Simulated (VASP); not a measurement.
Wanted: the native input for a VASP 6.6.1 run.

- Task: single point
- Functional: PBE
- Potentials or basis: VASP PAW PBE potentials, release 64 (W_sv)
- Cutoff: 520 eV
- k mesh: 11 × 11 × 11
- Occupations: fermi-dirac, width 0.05 eV
- Spin: no spin polarisation
- Dipole correction: no
- Further INCAR settings: ALGO = Normal; EDIFF = 1e-06; NBANDS = 13

The structure of W lies in POSCAR:

```
W
1.0
    0.0000000000      2.0300000000      2.0300000000
    2.0300000000      0.0000000000      2.0300000000
    2.0300000000      2.0300000000      0.0000000000
W
1
Direct
    0.0000000000      0.0000000000      0.0000000000
```

The input as run:

INCAR

```
ALGO = Normal
EDIFF = 1E-6
ENCUT = 520
GGA = PE
ISIF = 2
ISMEAR = -1
LASPH = T
LCHARG = F
LREAL = F
LWAVE = F
NBANDS = 13
NELM = 80
PREC = Accurate
SIGMA = 0.05
```

KPOINTS

```
k-points
0
Gamma
  11 11 11
```

Potentials or basis: VASP PAW PBE potentials, release 64 (W_sv).

The run is started by

```console
$ cat potpaw_PBE.64/W_sv/POTCAR > POTCAR
$ mpirun -np 1 vasp_std > vasp.out
```

Results of the run:

The pressure is -4.5 GPa and the band gap on the k mesh is zero (band 7 reaches 12.79 eV, above the bottom of band 8 at 9.69 eV).

Caveat: spin-orbit coupling is left out, which moves the levels of the heavy elements.

Wall time 5 s on 1 thread of Intel(R) Xeon(R) 6975P-C (Granite Rapids) (shared host), peak memory 0.14 GiB.
